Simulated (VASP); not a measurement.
# Al2H (P6/mmm) in VASP: relaxation of cell and atoms with PBE

Aim: the relaxation of cell and atoms of Al2H with PBE.

All numbers are computed with VASP 6.6.1; they aren't measurements. Logs are shortened: lines on timing, memory, paths and dates and some standing lists are left out, and cuts for length are marked.

### 1 The cell of the first run

The structure is hexagonal, space group P6/mmm (No. 191). Conventional cell: a = 4.444 Å, b = 4.444 Å, c = 5.602 Å, α = 90.00°, β = 90.00°, γ = 120.00°. Al (site symmetry 6mm) has 2 H at 1.36 to 1.44 Å within 1.8 Å. Al (site symmetry -6m2) has 9 Al at 2.57 to 2.91 Å and 3 H at 2.57 Å within 3.4 Å. Within 1.9 Å of H (site symmetry 6/mmm) lie 2 Al at 1.44 Å. Within 1.8 Å of H (site symmetry 6/mmm) lie 2 Al at 1.36 Å.

### 2 Relaxation of cell and atoms, PBE

INCAR reads:

```
PREC = Accurate
ENCUT = 500
EDIFF = 1E-7
ISMEAR = 0
SIGMA = 0.2
LREAL = False
LASPH = True
NELM = 120
ALGO = Normal
ISIF = 3
LWAVE = False
LCHARG = False
GGA = PE
IBRION = 2
NSW = 36
EDIFFG = -0.08
GGA_COMPAT = False
NELMIN = 4
```

KPOINTS reads:

```
regular mesh
0
Gamma
  4 4 3
```

POSCAR reads:

```
Al2H
1.0
    4.4437955500      0.0000000000      0.0000000000
   -2.2218977800      3.8484398400      0.0000000000
    0.0000000000      0.0000000000      5.6017578900
Al H
4 2
Direct
    0.0000000000      0.0000000000      0.7434910400
    0.0000000000      0.0000000000      0.2565089600
    0.3333333300      0.6666666700      0.5000000000
    0.6666666700      0.3333333300      0.5000000000
    0.0000000000      0.0000000000      0.0000000000
    0.0000000000      0.0000000000      0.5000000000
```

Potentials or basis: VASP PAW PBE potentials, release 64 (Al, H).

Command:

```bash
cat potpaw_PBE.64/Al/POTCAR potpaw_PBE.64/H/POTCAR > POTCAR
mpirun -np 1 vasp_std > vasp.out
```

OUTCAR:

```text
PREC = Accurate
   ENCUT = 500
   EDIFF = 1E-7
   ISMEAR = 0
   LREAL = False
   LASPH = True
   NELM = 120
   ISIF = 3
   GGA = PE
   IBRION = 2
   NSW = 36
   EDIFFG = -0.08
   NELMIN = 4

 ion  position               nearest neighbor table
   1  0.000  0.000  0.743-   6 1.36   5 1.44   2 2.73   2 2.87   3 2.91   4 2.91   4 2.91   3 2.91
                             4 2.91   3 2.91
   2  0.000  0.000  0.257-   6 1.36   5 1.44   1 2.73   1 2.87   4 2.91   3 2.91   4 2.91   3 2.91
                             4 2.91   3 2.91
   3  0.333  0.667  0.500-   4 2.57   4 2.57   4 2.57   1 2.91   2 2.91   2 2.91   1 2.91   2 2.91
                             1 2.91
   4  0.667  0.333  0.500-   3 2.57   3 2.57   3 2.57   1 2.91   2 2.91   1 2.91   2 2.91   1 2.91
                             2 2.91
   5  0.000  0.000  0.000-   1 1.44   2 1.44
   6  0.000  0.000  0.500-   1 1.36   2 1.36

  LATTYP: Found a hexagonal cell.
 ALAT       =     4.4437955500
 C/A-ratio  =     1.2605795714

  Lattice vectors:

 A1 = (   4.4437955500,   0.0000000000,   0.0000000000)
 A2 = (  -2.2218977800,   3.8484398400,   0.0000000000)
 A3 = (   0.0000000000,   0.0000000000,   5.6017578900)

Analysis of symmetry for initial positions (statically):
=====================================================================
 Subroutine PRICEL returns:
 Original cell was already a primitive cell.

 Routine SETGRP: Setting up the symmetry group for a
 hexagonal supercell.

 Subroutine GETGRP returns: Found 24 space group operations
 (whereof 24 operations were pure point group operations)
 out of a pool of 24 trial point group operations.

The static configuration has the point symmetry D_6h.

Analysis of symmetry for dynamics (positions and initial velocities):
=====================================================================
 Subroutine PRICEL returns:
 Original cell was already a primitive cell.

 Routine SETGRP: Setting up the symmetry group for a
 hexagonal supercell.

 Subroutine GETGRP returns: Found 24 space group operations
 (whereof 24 operations were pure point group operations)
 out of a pool of 24 trial point group operations.

The dynamic configuration has the point symmetry D_6h.

 Subroutine INISYM returns: Found 24 space group operations
 (whereof 24 operations are pure point group operations),
 and found     1 'primitive' translations

----------------------------------------------------------------------------------------

                                     Primitive cell

  volume of cell :      95.7995

  direct lattice vectors                    reciprocal lattice vectors
     4.443795550  0.000000000  0.000000000     0.225032855  0.129922780  0.000000000
    -2.221897780  3.848439840  0.000000000     0.000000000  0.259845559  0.000000000
     0.000000000  0.000000000  5.601757890     0.000000000  0.000000000  0.178515391

  length of vectors
     4.443795550  4.443795556  5.601757890     0.259845559  0.259845559  0.178515391

  position of ions in fractional coordinates (direct lattice)
     0.000000000  0.000000000  0.743491040
     0.000000000  0.000000000  0.256508960
     0.333333330  0.666666670  0.500000000
     0.666666670  0.333333330  0.500000000
     0.000000000  0.000000000  0.000000000
     0.000000000  0.000000000  0.500000000

  ion indices of the primitive-cell ions
   primitive index   ion index
                 1           1
                 2           2
                 3           3
                 4           4
                 5           5
                 6           6

----------------------------------------------------------------------------------------

 KPOINTS: regular mesh

Automatic generation of k-mesh.
 Grid dimensions read from file:
 generate k-points for:    4    4    3

 Generating k-lattice:

  Cartesian coordinates                     Fractional coordinates (reciprocal lattice)
     0.056258214  0.032480695  0.000000000     0.250000000  0.000000000  0.000000000
     0.000000000  0.064961390  0.000000000     0.000000000  0.250000000  0.000000000
     0.000000000  0.000000000  0.059505130     0.000000000  0.000000000  0.333333333

  Length of vectors
     0.064961390  0.064961390  0.059505130

  Shift w.r.t. Gamma in fractional coordinates (k-lattice)
     0.000000000  0.000000000  0.000000000

 Subroutine IBZKPT returns following result:
 ===========================================

 Found      8 irreducible k-points:

 Following reciprocal coordinates:
            Coordinates               Weight
  0.000000  0.000000  0.000000      1.000000
  0.250000 -0.000000  0.000000      6.000000
  0.500000 -0.000000  0.000000      3.000000
  0.250000  0.250000  0.000000      6.000000
  0.000000  0.000000  0.333333      2.000000
  0.250000 -0.000000  0.333333     12.000000
  0.500000 -0.000000  0.333333      6.000000
  0.250000  0.250000  0.333333     12.000000
   k-points           NKPTS =      8   k-points in BZ     NKDIM =      8   number of bands    NBANDS=     11
   number of dos      NEDOS =    301   number of ions     NIONS =      6
   total plane-waves  NPLWV =  43008
   dimension x,y,z NGX =    32 NGY =   32 NGZ =   42
   dimension x,y,z NGXF=    64 NGYF=   64 NGZF=   84
   ions per type =               4   2
   NGX,Y,Z   is equivalent  to a cutoff of  11.97, 11.97, 12.46 a.u.
   NGXF,Y,Z  is equivalent  to a cutoff of  23.94, 23.94, 24.93 a.u.
 SYSTEM =  unknown system
   PREC   = accura    normal or accurate (medium, high low for compatibility)
   ISTART =      0    job   : 0-new  1-cont  2-samecut
   ICHARG =      2    charge: 1-file 2-atom 10-const
   ISPIN  =      1    spin polarized calculation?
   LNONCOLLINEAR =      F non collinear calculations
   LSORBIT =      F    spin-orbit coupling
   LASPH  =      T    aspherical Exc in radial PAW
   ENCUT  =  500.0 eV  36.75 Ry    6.06 a.u.   8.10  8.10 10.21*2*pi/ulx,y,z
   NELM   =    120;   NELMIN=  4; NELMDL= -5     # of ELM steps
   EDIFF  = 0.1E-06   stopping-criterion for ELM
   LREAL  =      F    real-space projection
   EDIFFG = -.8E-01   stopping-criterion for IOM
   NSW    =     36    number of steps for IOM
   IBRION =      2    ionic relax: 0-MD 1-quasi-New 2-CG
   NFREE  =      1    steps in history (QN), initial steepest desc. (CG)
   ISIF   =      3    stress and relaxation
   ISYM   =      2    0-nonsym 1-usesym 2-fastsym
   POTIM  = 0.5000    time-step for ionic-motion
   TEBEG  =    0.0;   TEEND  =   0.0 temperature during run
   PSTRESS=    0.0 pullay stress
   NELECT =      14.0000    total number of electrons
   NUPDOWN=      -1.0000    fix difference up-down
   EMIN   =  10.00;   EMAX   =-10.00  energy-range for DOS
   EFERMI =   0.00;   METHOD = LEGACY
   ISMEAR =     0;   SIGMA  =   0.20  broadening in eV -4-tet -1-fermi 0-gaus
   EFERMI_NEDOS =   21; number of points for ismear=-14 and -15
   IALGO  =     38    algorithm
   IMIX   =      4    mixing-type and parameters
     AMIX     =   0.40;   BMIX     =  1.00
     AMIX_MAG =   1.60;   BMIX_MAG =  1.00
  volume/ion in A,a.u.               =      15.97       107.75
  Fermi-wavevector in a.u.,A,eV,Ry     =   0.862309  1.629529 10.116987  0.743578
  Thomas-Fermi vector in A             =   1.980092
   LORBIT       =      0    0 simple, 1 ext, 2 COOP (PROOUT), +10 PAW based schemes
   GGA     = PE    functional components
   LHFCALC =     F    Hartree Fock is set to
   AEXX    =    0.0000 exact exchange contribution
   IVDW    =     0    specifies the selected vdW correction
   LEPSILON=     F    determine dielectric tensor
   LRPA    =     F    only Hartree local field effects (RPA)
 conjugate gradient relaxation of ions
 non-spin polarized calculation
 Gauss-broadening in eV      SIGMA  =   0.20
  energy-cutoff  :      500.00
  volume of cell :       95.80
 maximum number of plane-waves:      2444
   NGX = 17   NGY = 17   NGZ = 21

--------------------------------------- Ionic step        1  -------------------------------------------

 number of electron      13.9999995 magnetization

 Free energy of the ion-electron system (eV)
  ---------------------------------------------------
  ext. energy  EPLUGINS =         0.00000000
  ---------------------------------------------------
  free energy    TOTEN  =       -16.37393083 eV

  energy without entropy =      -16.32928466  energy(sigma->0) =      -16.35160775

 E-fermi :   4.6706     XC(G=0):  -8.6736

 val. band max:        4.5014176547   @ k =   0.2500   0.2500   0.3333
 cond. band min:       4.7330203009   @ k =   0.2500  -0.0000   0.3333
 fundamental gap:      0.2316026462
 Fermi energy:         4.6706353107

 k-point     1 :       0.0000    0.0000    0.0000
  band No.  band energies     occupation
      1      -6.9001      2.00000
      2      -3.6292      2.00000
      3       0.2368      2.00000
      4       0.5116      2.00000
      5       3.5523      2.00000
      6       3.5523      2.00000
      7       4.1807      1.99947
      8       4.1807      1.99947
      9       6.8456      0.00000
     10       7.1844      0.00000
     11       8.5075      0.00000
[... 333 lines left out ...]
  energy  without entropy=      -18.4303232856  energy(sigma->0) =      -18.45764868

--------------------------------------- Ionic step        7  -------------------------------------------

 number of electron      14.0000000 magnetization

 Free energy of the ion-electron system (eV)
  ---------------------------------------------------
  ext. energy  EPLUGINS =         0.00000000
  ---------------------------------------------------
  free energy    TOTEN  =       -18.49302153 eV

  energy without entropy =      -18.43975910  energy(sigma->0) =      -18.46639032

 E-fermi :   3.2557     XC(G=0):  -7.9579

 val. band max:        3.1878914109   @ k =   0.0000   0.0000   0.3333
 cond. band min:       3.3278508323   @ k =   0.2500   0.2500   0.3333
 fundamental gap:      0.1399594214
 Fermi energy:         3.2556994863

 k-point     1 :       0.0000    0.0000    0.0000
  band No.  band energies     occupation
      1      -7.1839      2.00000
      2      -3.1019      2.00000
      3      -1.9489      2.00000
      4       0.3966      2.00000
      5       3.0981      1.73494
      6       3.0981      1.73493
      7       3.1337      1.61156
      8       3.1337      1.61156
      9       4.9204      0.00000
     10       5.7656      0.00000
     11       5.8338      0.00000
[... 129 lines left out ...]
  FREE ENERGIE OF THE ION-ELECTRON SYSTEM (eV)
  ---------------------------------------------------
  free  energy   TOTEN  =       -18.4930215327 eV

  energy  without entropy=      -18.4397591002  energy(sigma->0) =      -18.46639032

 reached required accuracy - stopping structural energy minimisation
```

Run time: 1.9 min. Hardware: 1 thread of Intel Xeon 8259CL, shared host; peak memory 0.19 GiB.

What came out:

```
Free energy                            : -18.4930 eV
Relaxed volume                         : 19.42 Å³/atom
Relaxed cell                           : a = 4.406 Å, b = 4.406 Å, c = 6.932 Å, α = 90.00°, β = 90.00°, γ = 120.00°
Space group after relaxing (to 0.05 Å) : P6/mmm (No. 191)
Energy gained by relaxing              : 353.2 meV/atom
Ionic steps                            : 7
Pressure after relaxing                : -0.3 GPa
Largest force after relaxing           : 0.064 eV/Å
Band gap on the k mesh                 : zero (band 7 reaches 3.51 eV, above the bottom of band 8 at 3.13 eV)
```

Forces on the atoms (eV/Å):
```
Al   0.000  0.000  0.064
Al   0.000  0.000 -0.064
Al   0.000  0.000  0.000
Al   0.000  0.000  0.000
H    0.000  0.000  0.000
H    0.000  0.000  0.000
```

The path:
```csv
step,energy change (eV),largest force (eV/Å),pressure (GPa),volume (Å³)
1,0.0000,0.8689,14.95,95.80
2,-1.9811,1.0264,-0.57,116.89
3,-1.9916,1.0895,-1.13,118.39
4,-1.9803,1.1694,-2.06,121.40
5,-1.9921,1.1253,-1.46,119.36
6,-2.1110,0.2112,-0.67,117.23
7,-2.1191,0.0645,-0.33,116.54
```

Final structure:
```
Al H
1.0
     4.40605    0.00000    0.00000
    -2.20302    3.81575    0.00000
     0.00000    0.00000    6.93155
Al H
4 2
Direct
  0.00000 0.00000 0.74128
  0.00000 0.00000 0.25872
  0.33333 0.66667 0.50000
  0.66667 0.33333 0.50000
  0.00000 0.00000 0.00000
  0.00000 0.00000 0.50000
```

Caveat: the k points lie up to 0.41 Å⁻¹ apart in the final cell; the volume moved by over 15 % at a fixed basis, so the end points are rough; the relaxation stopped at a loose force limit of 0.08 eV/Å, so its end isn't a converged minimum.
